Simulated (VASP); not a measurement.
# HfO2 (P1) in VASP: single point with r2SCAN

Aim: the single point of HfO2 with r2SCAN.

Everything below comes from runs of VASP 6.6.1. Logs are shortened: lines on timing, memory, paths and dates and some standing lists are left out, and cuts for length are marked.

## 1. The cell of the first run

The typed cell holds 6 atoms: a = 3.555 Å, b = 3.649 Å, c = 5.356 Å, α = 88.35°, β = 89.66°, γ = 95.45°.

## 2. Single point, r2SCAN (atoms moved at random and the cell strained at random)

POSCAR reads:

```
HfO2
1.0
    3.5512713340     -0.1712416449      0.0120149690
   -0.1712416449      3.6447718549      0.0529822714
    0.0174647033      0.0770139027      5.3551833545
Hf O
2 4
Direct
    0.4645998599      0.4434123558      0.5029689868
   -0.0632515095     -0.0285289070     -0.0150186059
    0.0283988193      0.5661507865      0.7052671920
    0.5148934331      0.0332062908      0.7799768097
    0.4971951290     -0.0545272066      0.3411853886
    0.0581642683      0.5402866805      0.1856202288
```

INCAR.step1 reads:

```
SYSTEM = HfO2
PREC = Accurate
ENCUT = 520
ISMEAR = 0
SIGMA = 0.05
LREAL = .False.
LASPH = .True.
NELM = 80
NBANDS = 31
GGA = PE
ALGO = Normal
EDIFF = 1E-4
LWAVE = .True.
LCHARG = .False.
```

INCAR.step2 reads:

```
SYSTEM = HfO2
PREC = Accurate
ENCUT = 520
EDIFF = 1E-7
ISMEAR = 0
SIGMA = 0.05
LREAL = .False.
LASPH = .True.
NELM = 80
ALGO = Normal
ISIF = 2
LWAVE = .False.
LCHARG = .False.
METAGGA = R2SCAN
LMIXTAU = .True.
NBANDS = 31
ISTART = 1
```

KPOINTS reads:

```
regular mesh
0
Gamma
  6 6 6
  0 0 0
```

Potentials or basis: VASP PAW PBE potentials, release 64 (Hf_pv, O).

Launch:

```console
$ cat potpaw_PBE.64/Hf_pv/POTCAR potpaw_PBE.64/O/POTCAR > POTCAR
$ cp INCAR.step1 INCAR
$ mpirun -np 1 vasp_std > vasp.out
$ cp INCAR.step2 INCAR
$ mpirun -np 1 vasp_std > vasp.out
```

OUTCAR:

```text
SYSTEM = HfO2
   PREC = Accurate
   ENCUT = 520
   EDIFF = 1E-7
   ISMEAR = 0
   LREAL = .False.
   LASPH = .True.
   NELM = 80
   ISIF = 2
   METAGGA = R2SCAN
   ISTART = 1

 ion  position               nearest neighbor table
   1  0.465  0.443  0.503-   3 1.98   5 2.00   5 2.05   4 2.10   6 2.28   3 2.30   4 2.64   6 2.69
                             2 3.50   2 3.58   2 3.59   2 3.64   2 3.73   2 3.77   2 3.85
   2  0.937  0.971  0.985-   4 1.89   6 1.96   3 2.18   4 2.31   6 2.37   5 2.45   3 2.59   5 2.77
                             1 3.50   1 3.58   1 3.59   1 3.64   1 3.73   1 3.77   1 3.85
   3  0.028  0.566  0.705-   1 1.98   2 2.18   1 2.30   2 2.59
   4  0.515  0.033  0.780-   2 1.89   1 2.10   2 2.31   1 2.64
   5  0.497  0.945  0.341-   1 2.00   1 2.05   2 2.45   2 2.77
   6  0.058  0.540  0.186-   2 1.96   1 2.28   2 2.37   1 2.69

  LATTYP: Found a triclinic cell.
 ALAT       =     4.8470854604
 B/A-ratio  =     0.7335166437
 C/A-ratio  =     1.1049455639
 COS(alpha) =     0.0059435126
 COS(beta)  =     0.0259867982
 COS(gamma) =     0.6620493373

  Lattice vectors:

 A1 = (  -3.3800296891,  -3.4735302100,  -0.0649972404)
 A2 = (  -3.5512713340,   0.1712416449,  -0.0120149690)
 A3 = (  -0.0174647033,  -0.0770139027,  -5.3551833545)

Analysis of symmetry for initial positions (statically):
=====================================================================
 Subroutine PRICEL returns:
 Original cell was already a primitive cell.

 Routine SETGRP: Setting up the symmetry group for a
 triclinic supercell.

 Subroutine GETGRP returns: Found  1 space group operations
 (whereof  1 operations were pure point group operations)
 out of a pool of  2 trial point group operations.

The static configuration has the point symmetry C_1 .

Analysis of symmetry for dynamics (positions and initial velocities):
=====================================================================
 Subroutine PRICEL returns:
 Original cell was already a primitive cell.

 Routine SETGRP: Setting up the symmetry group for a
 triclinic supercell.

 Subroutine GETGRP returns: Found  1 space group operations
 (whereof  1 operations were pure point group operations)
 out of a pool of  2 trial point group operations.

The dynamic configuration has the point symmetry C_1 .

 Subroutine INISYM returns: Found  1 space group operations
 (whereof  1 operations are pure point group operations),
 and found     1 'primitive' translations

----------------------------------------------------------------------------------------

                                     Primitive cell

  volume of cell :      69.1426

  direct lattice vectors                    reciprocal lattice vectors
     3.551271334 -0.171241645  0.012014969     0.282233237  0.013276268 -0.001111368
    -0.171241645  3.644771855  0.052982271     0.013276268  0.275047481 -0.003998807
     0.017464703  0.077013903  5.355183355    -0.000764573 -0.002751008  0.186777026

  length of vectors
     3.555417858  3.649176989  5.355765577     0.282547508  0.275396743  0.186798849

  position of ions in fractional coordinates (direct lattice)
     0.464599860  0.443412356  0.502968987
     0.936748491  0.971471093  0.984981394
     0.028398819  0.566150787  0.705267192
     0.514893433  0.033206291  0.779976810
     0.497195129  0.945472793  0.341185389
     0.058164268  0.540286681  0.185620229

  ion indices of the primitive-cell ions
   primitive index   ion index
                 1           1
                 2           2
                 3           3
                 4           4
                 5           5
                 6           6

----------------------------------------------------------------------------------------

 KPOINTS: regular mesh

Automatic generation of k-mesh.
 Grid dimensions read from file:
 generate k-points for:    6    6    6

 Generating k-lattice:

  Cartesian coordinates                     Fractional coordinates (reciprocal lattice)
     0.047038873  0.002212711 -0.000185228     0.166666667  0.000000000  0.000000000
     0.002212711  0.045841247 -0.000666468    -0.000000000  0.166666667  0.000000000
    -0.000127429 -0.000458501  0.031129504     0.000000000  0.000000000  0.166666667

  Length of vectors
     0.047091251  0.045899457  0.031133141

  Shift w.r.t. Gamma in fractional coordinates (k-lattice)
     0.000000000  0.000000000  0.000000000

 Subroutine IBZKPT returns following result:
 ===========================================

 Found    112 irreducible k-points:

 Following reciprocal coordinates:
            Coordinates               Weight
  0.000000  0.000000  0.000000      1.000000
  0.166667  0.000000 -0.000000      2.000000
  0.333333  0.000000  0.000000      2.000000
  0.500000  0.000000  0.000000      1.000000
  0.000000  0.166667 -0.000000      2.000000
  0.166667  0.166667  0.000000      2.000000
[... 16 lines left out ...]
  0.333333  0.000000  0.166667      2.000000
  0.500000  0.000000  0.166667      2.000000
 [... further k-points ...]
   k-points           NKPTS =    112   k-points in BZ     NKDIM =    112   number of bands    NBANDS=     31
   number of dos      NEDOS =    301   number of ions     NIONS =      6
   total plane-waves  NPLWV =  31360
   dimension x,y,z NGX =    28 NGY =   28 NGZ =   40
   dimension x,y,z NGXF=    56 NGYF=   56 NGZF=   80
   ions per type =               2   4
   NGX,Y,Z   is equivalent  to a cutoff of  13.09, 12.76, 12.42 a.u.
   NGXF,Y,Z  is equivalent  to a cutoff of  26.18, 25.51, 24.83 a.u.
 SYSTEM =  HfO2
   PREC   = accura    normal or accurate (medium, high low for compatibility)
   ISTART =      1    job   : 0-new  1-cont  2-samecut
   ICHARG =      0    charge: 1-file 2-atom 10-const
   ISPIN  =      1    spin polarized calculation?
   LNONCOLLINEAR =      F non collinear calculations
   LSORBIT =      F    spin-orbit coupling
   LASPH  =      T    aspherical Exc in radial PAW
   ENCUT  =  520.0 eV  38.22 Ry    6.18 a.u.   6.61  6.79  9.96*2*pi/ulx,y,z
   NELM   =     80;   NELMIN=  2; NELMDL=  0     # of ELM steps
   EDIFF  = 0.1E-06   stopping-criterion for ELM
   LREAL  =      F    real-space projection
   EDIFFG = 0.1E-05   stopping-criterion for IOM
   NSW    =      0    number of steps for IOM
   IBRION =     -1    ionic relax: 0-MD 1-quasi-New 2-CG
   NFREE  =      0    steps in history (QN), initial steepest desc. (CG)
   ISIF   =      2    stress and relaxation
   ISYM   =      2    0-nonsym 1-usesym 2-fastsym
   POTIM  = 0.5000    time-step for ionic-motion
   TEBEG  =    0.0;   TEEND  =   0.0 temperature during run
   PSTRESS=    0.0 pullay stress
   NELECT =      44.0000    total number of electrons
   NUPDOWN=      -1.0000    fix difference up-down
   EMIN   =  10.00;   EMAX   =-10.00  energy-range for DOS
   EFERMI =   0.00;   METHOD = LEGACY
   ISMEAR =     0;   SIGMA  =   0.05  broadening in eV -4-tet -1-fermi 0-gaus
   EFERMI_NEDOS =   21; number of points for ismear=-14 and -15
   IALGO  =     38    algorithm
   IMIX   =      4    mixing-type and parameters
     AMIX     =   0.40;   BMIX     =  1.00
     AMIX_MAG =   1.60;   BMIX_MAG =  1.00
  volume/ion in A,a.u.               =      11.52        77.77
  Fermi-wavevector in a.u.,A,eV,Ry     =   1.408133  2.660986 26.978173  1.982840
  Thomas-Fermi vector in A             =   2.530322
   LORBIT       =      0    0 simple, 1 ext, 2 COOP (PROOUT), +10 PAW based schemes
   METAGGA = R2SCAN    functional components
   LHFCALC =     F    Hartree Fock is set to
   AEXX    =    0.0000 exact exchange contribution
   IVDW    =     0    specifies the selected vdW correction
   LEPSILON=     F    determine dielectric tensor
   LRPA    =     F    only Hartree local field effects (RPA)
 non-spin polarized calculation
 Gauss-broadening in eV      SIGMA  =   0.05
  energy-cutoff  :      520.00
  volume of cell :       69.14
 maximum number of plane-waves:      1882
 NGX is ok and might be reduce to    28
   NGX = 13   NGY = 13   NGZ = 19

 number of electron      44.0000012 magnetization

 Free energy of the ion-electron system (eV)
  ---------------------------------------------------
  ext. energy  EPLUGINS =         0.00000000
  ---------------------------------------------------
  free energy    TOTEN  =      -134.87244421 eV

  energy without entropy =     -134.87244421  energy(sigma->0) =     -134.87244421

 E-fermi :   3.7470     XC(G=0): -12.1870

 val. band max:        3.4653778159   @ k =   0.3333  -0.3333   0.1667
 cond. band min:       7.3394710193   @ k =   0.1667   0.1667   0.0000
 fundamental gap:      3.8740932034
 Fermi energy:         3.7470146200

 k-point     1 :       0.0000    0.0000    0.0000
  band No.  band energies     occupation
      1     -27.8329      2.00000
      2     -27.6054      2.00000
      3     -27.4764      2.00000
      4     -27.2796      2.00000
      5     -27.1721      2.00000
      6     -27.0589      2.00000
[... 23 lines left out ...]
     30      12.1396      0.00000
     31      12.9226      0.00000

 k-point     2 :       0.1667    0.0000   -0.0000
  band No.  band energies     occupation
      1     -27.8315      2.00000
      2     -27.6339      2.00000
      3     -27.4810      2.00000
      4     -27.3055      2.00000
      5     -27.2022      2.00000
      6     -27.0668      2.00000
[... 23 lines left out ...]
     30      11.7399      0.00000
     31      12.7745      0.00000

 k-point     3 :       0.3333    0.0000    0.0000
  band No.  band energies     occupation
      1     -27.8739      2.00000
      2     -27.6474      2.00000
      3     -27.4849      2.00000
      4     -27.3827      2.00000
      5     -27.2467      2.00000
      6     -27.0705      2.00000
[... 23 lines left out ...]
     30      11.5612      0.00000
     31      12.5265      0.00000

 k-point     4 :       0.5000    0.0000    0.0000
  band No.  band energies     occupation
      1     -27.9141      2.00000
      2     -27.6319      2.00000
      3     -27.4934      2.00000
      4     -27.4217      2.00000
      5     -27.2647      2.00000
      6     -27.0700      2.00000
[... 23 lines left out ...]
     30      12.2957      0.00000
     31      12.7169      0.00000

 k-point     5 :       0.0000    0.1667   -0.0000
  band No.  band energies     occupation
      1     -27.8112      2.00000
      2     -27.6143      2.00000
      3     -27.5074      2.00000
      4     -27.2896      2.00000
      5     -27.1948      2.00000
      6     -27.1128      2.00000
[... 23 lines left out ...]
     30      11.6178      0.00000
     31      12.7247      0.00000
[... 542 lines left out ...]
     30      12.0443      0.00000
     31      12.5677      0.00000

 k-point    22 :       0.1667    0.0000    0.1667
  band No.  band energies     occupation
      1     -27.8165      2.00000
      2     -27.6432      2.00000
      3     -27.4824      2.00000
      4     -27.2970      2.00000
      5     -27.2152      2.00000
      6     -27.0697      2.00000
[... 23 lines left out ...]
     30      11.5105      0.00000
     31      12.7610      0.00000

 k-point    23 :       0.3333    0.0000    0.1667
  band No.  band energies     occupation
      1     -27.8708      2.00000
      2     -27.6661      2.00000
      3     -27.4848      2.00000
      4     -27.3586      2.00000
      5     -27.2547      2.00000
      6     -27.0711      2.00000
[... 23 lines left out ...]
     30      11.5826      0.00000
     31      12.6200      0.00000

 k-point    24 :       0.5000    0.0000    0.1667
  band No.  band energies     occupation
      1     -27.9212      2.00000
      2     -27.6495      2.00000
      3     -27.4902      2.00000
      4     -27.4065      2.00000
      5     -27.2564      2.00000
      6     -27.0697      2.00000
[... 23 lines left out ...]
     30      12.2908      0.00000
     31      12.7242      0.00000

 [... further k-points ...]

------------------------ aborting loop because EDIFF is reached ----------------------------------------

  FORCE on cell =-STRESS in cart. coord.  units (eV):
  Direction    XX          YY          ZZ          XY          YZ          ZX
  --------------------------------------------------------------------------------------
  -------------------------------------------------------------------------------------
  Total        1.4888098     -0.4518854     -0.5112441      6.2299932     -1.0848112      3.0708206
  in kB       34.4988053    -10.4711211    -11.8465839    144.3618423    -25.1373220     71.1572720
  external PRESSURE =       4.0603668 kB  Pullay stress =       0.0000000 kB

 VOLUME and BASIS-vectors are now :
 -----------------------------------------------------------------------------
  energy-cutoff  :      520.00
  volume of cell :       69.14
      direct lattice vectors                 reciprocal lattice vectors
     3.551271334 -0.171241645  0.012014969     0.282233237  0.013276268 -0.001111368
    -0.171241645  3.644771855  0.052982271     0.013276268  0.275047481 -0.003998807
     0.017464703  0.077013903  5.355183355    -0.000764573 -0.002751008  0.186777026

 POSITION                                       TOTAL-FORCE (eV/Angst)
 -----------------------------------------------------------------------------------
      1.58277      1.57531      2.72257         1.139383      0.543256     -0.916372
      3.17749      3.45624      5.33748         2.886487      1.385153      1.502487
      0.01622      2.11294      3.80717        -2.247432     -1.404730     -0.547956
      1.83646      0.09293      4.18486        -2.091009      0.506808      2.110718
      1.60973      3.38717      1.88318         2.055143      3.090281     -1.947709
      0.11728      1.97356      1.02335        -1.742573     -4.120769     -0.201169
 -----------------------------------------------------------------------------------
    total drift:                                0.000662     -0.000158     -0.001230

  FREE ENERGIE OF THE ION-ELECTRON SYSTEM (eV)
  ---------------------------------------------------
  free  energy   TOTEN  =      -134.8724442088 eV

  energy  without entropy=     -134.8724442088  energy(sigma->0) =     -134.87244421
```

It took 22 min on 1 thread of Oxide Virtual Turin-like, shared host; peak memory 0.28 GiB.

Results:

```yaml
Free_energy: -134.8724 eV
Pressure: 0.4 GPa
Largest_force: 4.479 eV/Å
Band_gap_on_the_k_mesh: 3.87 eV (least direct gap 4.20 eV)
```

Forces on the atoms (eV/Å):
```
Hf   1.139  0.543 -0.916
Hf   2.886  1.385  1.502
O   -2.247 -1.405 -0.548
O   -2.091  0.507  2.111
O    2.055  3.090 -1.948
O   -1.743 -4.121 -0.201
```

Levels at points of the mesh, in eV from the valence-band top:
```
           k point  band 20  band 21  band 22  band 23  band 24  band 25
(0.00, 0.00, 0.00)    -0.82    -0.71    -0.12     4.13     4.26     5.28
(0.50, 0.00, 0.00)    -1.69    -0.82    -0.48     4.31     5.13     5.37
(0.00, 0.50, 0.00)    -1.51    -1.05    -0.50     4.15     4.72     5.83
(0.50, 0.50, 0.00)    -1.16    -0.67    -0.17     4.76     5.31     5.71
(0.00, 0.00, 0.50)    -1.85    -0.86    -0.15     4.70     4.95     5.42
(0.50, 0.00, 0.50)    -1.96    -1.12    -0.81     4.44     4.85     5.53
(0.00, 0.50, 0.50)    -2.11    -1.57    -0.80     4.50     4.89     5.59
(0.50, 0.50, 0.50)    -1.56    -0.54    -0.15     5.00     5.33     5.87
```

Caveat: the cell differs from its parent crystal (atoms moved at random and the cell strained at random); the PAW data sets were made with another functional, which shifts forces and pressure a little; spin-orbit coupling is left out, which moves the levels of the heavy elements.
